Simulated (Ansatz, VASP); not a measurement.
**Two plane-wave programs on Tl2F**

File INCAR:

```
SYSTEM = Tl2F
PREC     = Accurate       ! precision mode
ENCUT    = 520            ! plane-wave cutoff, eV
EDIFF    = 1E-7           ! SCF threshold, eV
ISMEAR   = 0              ! smearing method
SIGMA    = 0.1            ! smearing width, eV
LREAL    = .False.        ! projectors in reciprocal space
LASPH    = .True.         ! aspherical terms in the spheres
NELM     = 60             ! most SCF steps
ALGO     = Normal         ! electronic algorithm
ISIF     = 2              ! what is computed and relaxed
LWAVE    = .False.        ! write WAVECAR
LCHARG   = .False.        ! write CHGCAR
GGA      = PE             ! functional
NBANDS   = 42             ! bands
```

KPOINTS

```
regular mesh
0
Gamma
  6 6 4
  0 0 0
```

File POSCAR:

```
Tl2F
1.0
    5.3588543500      0.0000000000      0.0000000000
   -2.6794271700      4.6409040000      0.0000000000
    0.0000000000      0.0000000000      6.6948966400
Tl F
4 2
Direct
    0.0000000000      0.0000000000      0.5000000000
    0.0000000000      0.0000000000      0.0000000000
    0.3333333300      0.6666666700      0.7500000000
    0.6666666700      0.3333333300      0.2500000000
    0.6666666700      0.3333333300      0.7500000000
    0.3333333300      0.6666666700      0.2500000000
```

Input for Ansatz:

```yaml
crystal:
  lattice:
    - [5.35885435, 0.0, 0.0]
    - [-2.67942717, 4.640904, 0.0]
    - [0.0, 0.0, 6.69489664]
  atoms:
    - { symbol: Tl, position: [0.0, 0.0, 0.5] }
    - { symbol: Tl, position: [0.0, 0.0, 0.0] }
    - { symbol: Tl, position: [0.33333333, 0.66666667, 0.75] }
    - { symbol: Tl, position: [0.66666667, 0.33333333, 0.25] }
    - { symbol: F, position: [0.66666667, 0.33333333, 0.75] }
    - { symbol: F, position: [0.33333333, 0.66666667, 0.25] }
basis:
  ecutwfc: 420
kpoints:
  mp_grid: { grid: [6, 6, 4] }
hamiltonian:
  xc: pbe
scf:
  occupations: { method: gaussian, width: 0.1 }
  lower_state_search: "off"
output:
  forces: true
  stress: true
  eigenvalues: true
```

Change from the starting cell: species swapped into the Tb2In type (P6_3/mmc, No. 194).

Alike in both runs: task single point; functional PBE; k mesh 6 × 6 × 4; occupations gaussian, width 0.1 eV; no spin polarisation.

|  | VASP | Ansatz |
| --- | --- | --- |
| version | VASP 6.6.1 | Ansatz 0.2.0 |
| potentials or method | VASP PAW PBE potentials, release 64 (Tl_d, F), cutoff 520 eV | scalar-relativistic, plane waves, PAW |
| valence electrons in the cell | 66 | 66 |

|  | VASP | Ansatz | Ansatz less VASP |
| --- | --- | --- | --- |
| gap on the k mesh at the Fermi level (eV) | none | none | - |
| pressure (GPa) | -2.5 | -2.4 | +0.12 |
| traceless stress, the component that is largest in VASP (GPa) | 0.84 | 0.84 | +0.005 |

A gap of «none» marks a metal or a gap that the smearing closes.

Neither program's run includes spin-orbit coupling.
